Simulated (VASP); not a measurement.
# BeSe5 (R32) in VASP: notebook

BeSe5 is run at these levels: PBE; tasks: single point, relaxation of cell and atoms.

All numbers are computed with VASP 6.6.1; they aren't measurements. Logs are shortened: lines on timing, memory, paths and dates and some standing lists are left out, and cuts for length are marked.

## 1. The cell of the first run

Symmetry: R32, No. 155, trigonal system. Conventional cell: a = 6.029 Å, b = 6.029 Å, c = 17.032 Å, α = 90.00°, β = 90.00°, γ = 120.00°. Within 4.6 Å of Be (site symmetry 32) lie 12 Se at 3.48 Å. Within 4.6 Å of Se (site symmetry 2) lie 10 Se at 3.47 to 3.49 Å and 2 Be at 3.48 Å. Se (site symmetry 3) has 9 Se at 3.47 to 3.49 Å and 3 Be at 3.48 Å within 4.6 Å.

## 2. Single point, PBE

File INCAR:

```
  PREC = Accurate
  ENCUT = 520
  EDIFF = 1E-6
  ISMEAR = 0
  SIGMA = 0.1
  LREAL = False
  LASPH = True
  NELM = 60
  ALGO = Normal
  ISIF = 2
  LWAVE = False
  LCHARG = True
  GGA = PE
  LELF = True
  LVHAR = True
  NBANDS = 25
```

File KPOINTS:

```
regular mesh
0
Gamma
  3 3 3
```

File POSCAR:

```
BeSe5
1.0
    3.0146787200      1.7405255700      5.6772662000
   -3.0146787200      1.7405255700      5.6772662000
    0.0000000000     -3.4810511500      5.6772662000
Be Se
1 5
Direct
    0.5000000000      0.5000000000      0.5000000000
    0.6659068300      0.3340931700      0.0000000000
    0.1671338100      0.1671338100      0.1671338100
    0.0000000000      0.6659068300      0.3340931700
    0.3340931700      0.0000000000      0.6659068300
    0.8328661900      0.8328661900      0.8328661900
```

Potentials or basis: VASP PAW PBE potentials, release 64 (Be, Se).

Command:

```
$ cat potpaw_PBE.64/Be/POTCAR potpaw_PBE.64/Se/POTCAR > POTCAR
$ mpirun -np 1 vasp_std > vasp.out
```

OUTCAR:

```text
PREC = Accurate
   ENCUT = 520
   EDIFF = 1E-6
   ISMEAR = 0
   LREAL = False
   LASPH = True
   NELM = 60
   ISIF = 2
   GGA = PE

 ion  position               nearest neighbor table
   1  0.500  0.500  0.500-
   2  0.666  0.334  0.000-
   3  0.167  0.167  0.167-
   4  0.000  0.666  0.334-
   5  0.334  0.000  0.666-
   6  0.833  0.833  0.833-

  LATTYP: Found a trigonal (rhomboedric) cell.
 ALAT       =     6.6595096329
 COS(alpha) =     0.5901475229

  Lattice vectors:

 A1 = (   3.0146787200,   1.7405255700,   5.6772662000)
 A2 = (  -3.0146787200,   1.7405255700,   5.6772662000)
 A3 = (   0.0000000000,  -3.4810511500,   5.6772662000)

Analysis of symmetry for initial positions (statically):
=====================================================================
 Subroutine PRICEL returns:
 Original cell was already a primitive cell.

 Routine SETGRP: Setting up the symmetry group for a
 trigonal (rhombohedral) supercell.

 Subroutine GETGRP returns: Found  6 space group operations
 (whereof  6 operations were pure point group operations)
 out of a pool of 12 trial point group operations.

The static configuration has the point symmetry D_3 .

Analysis of symmetry for dynamics (positions and initial velocities):
=====================================================================
 Subroutine PRICEL returns:
 Original cell was already a primitive cell.

 Routine SETGRP: Setting up the symmetry group for a
 trigonal (rhombohedral) supercell.

 Subroutine GETGRP returns: Found  6 space group operations
 (whereof  6 operations were pure point group operations)
 out of a pool of 12 trial point group operations.

The dynamic configuration has the point symmetry D_3 .

 Subroutine INISYM returns: Found  6 space group operations
 (whereof  6 operations are pure point group operations),
 and found     1 'primitive' translations

----------------------------------------------------------------------------------------

                                     Primitive cell

  volume of cell :     178.7360

  direct lattice vectors                    reciprocal lattice vectors
     3.014678720  1.740525570  5.677266200     0.165855153  0.095756517  0.058713705
    -3.014678720  1.740525570  5.677266200    -0.165855153  0.095756517  0.058713705
     0.000000000 -3.481051150  5.677266200     0.000000000 -0.191513034  0.058713705

  length of vectors
     6.659509633  6.659509633  6.659509638     0.200311112  0.200311112  0.200311111

  position of ions in fractional coordinates (direct lattice)
     0.500000000  0.500000000  0.500000000
     0.665906830  0.334093170  0.000000000
     0.167133810  0.167133810  0.167133810
     0.000000000  0.665906830  0.334093170
     0.334093170  0.000000000  0.665906830
     0.832866190  0.832866190  0.832866190

  ion indices of the primitive-cell ions
   primitive index   ion index
                 1           1
                 2           2
                 3           3
                 4           4
                 5           5
                 6           6

----------------------------------------------------------------------------------------

 KPOINTS: regular mesh

Automatic generation of k-mesh.
 Grid dimensions read from file:
 generate k-points for:    3    3    3

 Generating k-lattice:

  Cartesian coordinates                     Fractional coordinates (reciprocal lattice)
     0.055285051  0.031918839  0.019571235     0.333333333 -0.000000000 -0.000000000
    -0.055285051  0.031918839  0.019571235    -0.000000000  0.333333333 -0.000000000
     0.000000000 -0.063837678  0.019571235     0.000000000  0.000000000  0.333333333

  Length of vectors
     0.066770371  0.066770371  0.066770370

  Shift w.r.t. Gamma in fractional coordinates (k-lattice)
     0.000000000  0.000000000  0.000000000

 Subroutine IBZKPT returns following result:
 ===========================================

 Found      6 irreducible k-points:

 Following reciprocal coordinates:
            Coordinates               Weight
  0.000000  0.000000  0.000000      1.000000
  0.333333  0.000000 -0.000000      6.000000
  0.333333  0.333333 -0.000000      6.000000
 -0.333333  0.333333  0.000000      6.000000
  0.333333  0.333333  0.333333      2.000000
 -0.333333  0.333333  0.333333      6.000000
   k-points           NKPTS =      6   k-points in BZ     NKDIM =      6   number of bands    NBANDS=     25
   number of dos      NEDOS =    301   number of ions     NIONS =      6
   total plane-waves  NPLWV = 125000
   dimension x,y,z NGX =    50 NGY =   50 NGZ =   50
   dimension x,y,z NGXF=   100 NGYF=  100 NGZF=  100
   ions per type =               1   5
   NGX,Y,Z   is equivalent  to a cutoff of  12.48, 12.48, 12.48 a.u.
   NGXF,Y,Z  is equivalent  to a cutoff of  24.96, 24.96, 24.96 a.u.
 SYSTEM =  unknown system
   PREC   = accura    normal or accurate (medium, high low for compatibility)
   ISTART =      0    job   : 0-new  1-cont  2-samecut
   ICHARG =      2    charge: 1-file 2-atom 10-const
   ISPIN  =      1    spin polarized calculation?
   LNONCOLLINEAR =      F non collinear calculations
   LSORBIT =      F    spin-orbit coupling
   LASPH  =      T    aspherical Exc in radial PAW
   ENCUT  =  520.0 eV  38.22 Ry    6.18 a.u.  12.38 12.38 12.38*2*pi/ulx,y,z
   NELM   =     60;   NELMIN=  2; NELMDL= -5     # of ELM steps
   EDIFF  = 0.1E-05   stopping-criterion for ELM
   LREAL  =      F    real-space projection
   EDIFFG = 0.1E-04   stopping-criterion for IOM
   NSW    =      0    number of steps for IOM
   IBRION =     -1    ionic relax: 0-MD 1-quasi-New 2-CG
   NFREE  =      0    steps in history (QN), initial steepest desc. (CG)
   ISIF   =      2    stress and relaxation
   ISYM   =      2    0-nonsym 1-usesym 2-fastsym
   POTIM  = 0.5000    time-step for ionic-motion
   TEBEG  =    0.0;   TEEND  =   0.0 temperature during run
   PSTRESS=    0.0 pullay stress
   NELECT =      32.0000    total number of electrons
   NUPDOWN=      -1.0000    fix difference up-down
   EMIN   =  10.00;   EMAX   =-10.00  energy-range for DOS
   EFERMI =   0.00;   METHOD = LEGACY
   ISMEAR =     0;   SIGMA  =   0.10  broadening in eV -4-tet -1-fermi 0-gaus
   EFERMI_NEDOS =   21; number of points for ismear=-14 and -15
   IALGO  =     38    algorithm
   IMIX   =      4    mixing-type and parameters
     AMIX     =   0.40;   BMIX     =  1.00
     AMIX_MAG =   1.60;   BMIX_MAG =  1.00
  volume/ion in A,a.u.               =      29.79       201.03
  Fermi-wavevector in a.u.,A,eV,Ry     =   0.922687  1.743625 11.583325  0.851350
  Thomas-Fermi vector in A             =   2.048241
   LORBIT       =      0    0 simple, 1 ext, 2 COOP (PROOUT), +10 PAW based schemes
   GGA     = PE    functional components
   LHFCALC =     F    Hartree Fock is set to
   AEXX    =    0.0000 exact exchange contribution
   IVDW    =     0    specifies the selected vdW correction
   LEPSILON=     F    determine dielectric tensor
   LRPA    =     F    only Hartree local field effects (RPA)
 non-spin polarized calculation
 Gauss-broadening in eV      SIGMA  =   0.10
  energy-cutoff  :      520.00
  volume of cell :      178.74
 maximum number of plane-waves:      4821
 NGX is ok and might be reduce to    50
   NGX = 25   NGY = 25   NGZ = 25

 number of electron      32.0000000 magnetization

 Free energy of the ion-electron system (eV)
  ---------------------------------------------------
  ext. energy  EPLUGINS =         0.00000000
  ---------------------------------------------------
  free energy    TOTEN  =       -13.46872875 eV

  energy without entropy =      -13.44192480  energy(sigma->0) =      -13.45532677

 E-fermi :   1.2349     XC(G=0):  -8.5470

 val. band max:        1.1859276321   @ k =   0.3333   0.3333  -0.0000
 cond. band min:       1.3122986182   @ k =  -0.3333   0.3333   0.3333
 fundamental gap:      0.1263709861
 Fermi energy:         1.2349130241

 k-point     1 :       0.0000    0.0000    0.0000
  band No.  band energies     occupation
      1     -11.9858      2.00000
      2     -10.6439      2.00000
      3     -10.3397      2.00000
      4     -10.3397      2.00000
      5     -10.3287      2.00000
      6      -2.6550      2.00000
[... 17 lines left out ...]
     24       5.3391      0.00000
     25       8.6918      0.00000

 k-point     2 :       0.3333    0.0000   -0.0000
  band No.  band energies     occupation
      1     -11.6528      2.00000
      2     -10.8398      2.00000
      3     -10.5334      2.00000
      4     -10.4543      2.00000
      5     -10.3429      2.00000
      6      -2.4446      2.00000
[... 17 lines left out ...]
     24       5.1083      0.00000
     25       8.5578      0.00000

 k-point     3 :       0.3333    0.3333   -0.0000
  band No.  band energies     occupation
      1     -11.5708      2.00000
      2     -10.7035      2.00000
      3     -10.6834      2.00000
      4     -10.5969      2.00000
      5     -10.3260      2.00000
      6      -2.5116      2.00000
[... 17 lines left out ...]
     24       4.8034      0.00000
     25       8.5621      0.00000

 k-point     4 :      -0.3333    0.3333    0.0000
  band No.  band energies     occupation
      1     -11.1991      2.00000
      2     -11.0442      2.00000
      3     -10.8160      2.00000
      4     -10.5449      2.00000
      5     -10.3505      2.00000
      6      -2.6495      2.00000
[... 17 lines left out ...]
     24       5.0346      0.00000
     25       8.2792      0.00000

 k-point     5 :       0.3333    0.3333    0.3333
  band No.  band energies     occupation
      1     -11.7375      2.00000
      2     -11.0127      2.00000
      3     -10.3515      2.00000
      4     -10.3397      2.00000
      5     -10.3351      2.00000
      6      -1.9982      2.00000
[... 17 lines left out ...]
     24       5.0805      0.00000
     25       7.6391      0.00000

 k-point     6 :      -0.3333    0.3333    0.3333
  band No.  band energies     occupation
      1     -11.3068      2.00000
      2     -11.0764      2.00000
      3     -10.8096      2.00000
      4     -10.4755      2.00000
      5     -10.2552      2.00000
      6      -2.4798      2.00000
[... 17 lines left out ...]
     24       4.8173      0.00000
     25       8.4217      0.00000

------------------------ aborting loop because EDIFF is reached ----------------------------------------

  FORCE on cell =-STRESS in cart. coord.  units (eV):
  Direction    XX          YY          ZZ          XY          YZ          ZX
  --------------------------------------------------------------------------------------
  -------------------------------------------------------------------------------------
  Total      -11.5855733    -11.5855734    -14.2936147      0.0000000      0.0000000      0.0000000
  in kB     -103.8523098   -103.8523101   -128.1270123      0.0000000      0.0000001      0.0000000
  external PRESSURE =    -111.9438774 kB  Pullay stress =       0.0000000 kB

 VOLUME and BASIS-vectors are now :
 -----------------------------------------------------------------------------
  energy-cutoff  :      520.00
  volume of cell :      178.74
      direct lattice vectors                 reciprocal lattice vectors
     3.014678720  1.740525570  5.677266200     0.165855153  0.095756517  0.058713705
    -3.014678720  1.740525570  5.677266200    -0.165855153  0.095756517  0.058713705
     0.000000000 -3.481051150  5.677266200     0.000000000 -0.191513034  0.058713705

 POSITION                                       TOTAL-FORCE (eV/Angst)
 -----------------------------------------------------------------------------------
      0.00000     -0.00000      8.51590         0.000000      0.000000      0.000000
      1.00031      1.74053      5.67727        -0.167579      0.000000     -0.000000
      0.00000     -0.00000      2.84659         0.000000     -0.000000      0.207913
     -2.00750     -0.00397      5.67727         0.083789     -0.145128      0.000000
      1.00718     -1.73656      5.67727         0.083789      0.145128      0.000000
      0.00000     -0.00000     14.18521         0.000000      0.000000     -0.207913
 -----------------------------------------------------------------------------------
    total drift:                                0.000000      0.000000      0.000000

  FREE ENERGIE OF THE ION-ELECTRON SYSTEM (eV)
  ---------------------------------------------------
  free  energy   TOTEN  =       -13.4687287475 eV

  energy  without entropy=      -13.4419247981  energy(sigma->0) =      -13.45532677
```

It took 34 s on 1 thread of Intel Xeon 6975P-C (Granite Rapids), shared host; peak memory 0.32 GiB.

Results:

```
Free energy            : -13.4687 eV
Pressure               : -11.2 GPa
Largest force          : 0.208 eV/Å
Band gap on the k mesh : zero (band 16 reaches 1.59 eV, above the bottom of band 17 at 1.01 eV)
```

Forces on the atoms (eV/Å):
```
Be   0.000  0.000  0.000
Se  -0.168  0.000  0.000
Se   0.000  0.000  0.208
Se   0.084 -0.145  0.000
Se   0.084  0.145  0.000
Se   0.000  0.000 -0.208
```

Stress tensor (GPa, compression positive):
```
-10.39   0.00   0.00
  0.00 -10.39   0.00
  0.00   0.00 -12.81
```

Levels at points of the mesh, in eV from the Fermi level:
```csv
k point,band 13,band 14,band 15,band 16,band 17,band 18,band 19,band 20
"(0.00, 0.00, 0.00)",-1.27,-1.27,-1.20,0.36,0.39,0.39,1.06,1.17
```

Caveat: the k points lie up to 0.42 Å⁻¹ apart.

## 3. Relaxation of cell and atoms, PBE

File INCAR:

```
SYSTEM = BeSe5
PREC = Accurate ; ENCUT = 600
EDIFF = 1E-7 ; ISMEAR = 0
SIGMA = 0.1 ; LREAL = .FALSE.
LASPH = .TRUE. ; NELM = 100
ALGO = Normal ; ISIF = 3
LWAVE = .FALSE. ; LCHARG = .FALSE.
GGA = PE ; IBRION = 2
NSW = 90 ; EDIFFG = -0.04
```

File KPOINTS:

```
Automatic mesh
0
G
  3 3 3
  0 0 0
```

POSCAR is that of step 2.

Potentials or basis: VASP PAW PBE potentials, release 64 (Be, Se).

Command:

```
$ cat potpaw_PBE.64/Be/POTCAR potpaw_PBE.64/Se/POTCAR > POTCAR
$ mpirun -np 1 vasp_std > vasp.out
```

Wall time 23 min (1 thread of Intel Xeon 6975P-C (Granite Rapids), shared host); peak memory 0.41 GiB.

Results (log left out):

```
Free energy                            : -20.2437 eV
Relaxed volume                         : 21.07 Å³/atom
Relaxed cell                           : a = 5.022 Å, b = 5.022 Å, c = 5.022 Å, α = 87.92°, β = 87.92°, γ = 87.92°
Space group after relaxing (to 0.05 Å) : R-3m (No. 166)
Energy gained by relaxing              : 1129.2 meV/atom
Ionic steps                            : 48
Pressure after relaxing                : 0.0 GPa
Largest force after relaxing           : 0.006 eV/Å
Band gap on the k mesh                 : zero (band 16 reaches 4.32 eV, above the bottom of band 17 at 3.27 eV)
```

Forces on the atoms (eV/Å):
```
Be   0.000  0.000  0.000
Se   0.006  0.000  0.000
Se   0.000  0.000 -0.003
Se  -0.003  0.006  0.000
Se  -0.003 -0.006  0.000
Se   0.000  0.000  0.003
```

Stress tensor (GPa, compression positive):
```
 0.06  0.00  0.00
 0.00  0.06  0.00
 0.00  0.00 -0.09
```

The path:
```csv
step,energy change (eV),largest force (eV/Å),pressure (GPa),volume (Å³)
1,0.0000,0.2078,-11.19,178.74
3,-3.5779,0.2210,-0.88,115.75
5,-3.5845,0.2209,-0.13,114.52
7,-4.0537,0.2214,2.64,112.85
9,2.2874,3.7659,64.09,87.81
11,-5.4173,0.7044,13.82,105.51
13,-5.4682,0.7590,13.75,105.96
15,-5.4682,0.9366,13.93,107.71
17,-5.5643,0.8513,13.12,107.69
19,-5.9304,0.4760,7.66,113.28
21,-6.1871,0.4731,0.10,124.23
23,-6.1934,0.4608,-0.13,124.67
25,-6.2338,0.3268,-0.14,124.89
27,-6.2692,0.1743,0.13,125.14
29,-6.3350,0.6562,2.24,124.85
31,-6.3689,0.5936,1.39,126.91
33,-6.4522,0.2477,-1.63,136.19
35,-6.4633,0.1966,-2.16,138.02
37,-6.5590,0.1637,-2.76,139.87
39,-6.5766,0.1948,-2.88,140.39
41,-6.6634,0.6269,0.02,132.65
43,-6.7622,0.2621,0.43,127.35
45,-6.7711,0.1638,0.57,126.06
47,-6.7737,0.0520,-0.43,127.24
48,-6.7750,0.0064,0.01,126.44
```

Final structure:
```xyz
6
Lattice="3.4861 2.0127 3.0033 -3.4861 2.0127 3.0033 0.0000 -4.0254 3.0033" Properties=species:S:1:pos:R:3 pbc="T T T"
Be    0.0000    0.0000    4.5049
Se   -0.0081    2.0127    3.0033
Se    0.0000    0.0000    1.3393
Se   -1.7390   -1.0134    3.0033
Se   -1.7390    1.0134    6.0065
Se    0.0000    0.0000    7.6706
```

Levels at points of the mesh, in eV from the Fermi level:
```tsv
k point	band 14	band 15	band 16	band 17	band 18	band 19
(0.00, 0.00, 0.00)	-0.83	-0.83	-0.78	-0.69	0.58	1.71
```

Caveat: the k points lie up to 0.42 Å⁻¹ apart in the final cell; the volume moved by over 15 % at a fixed basis, so the end points are rough.
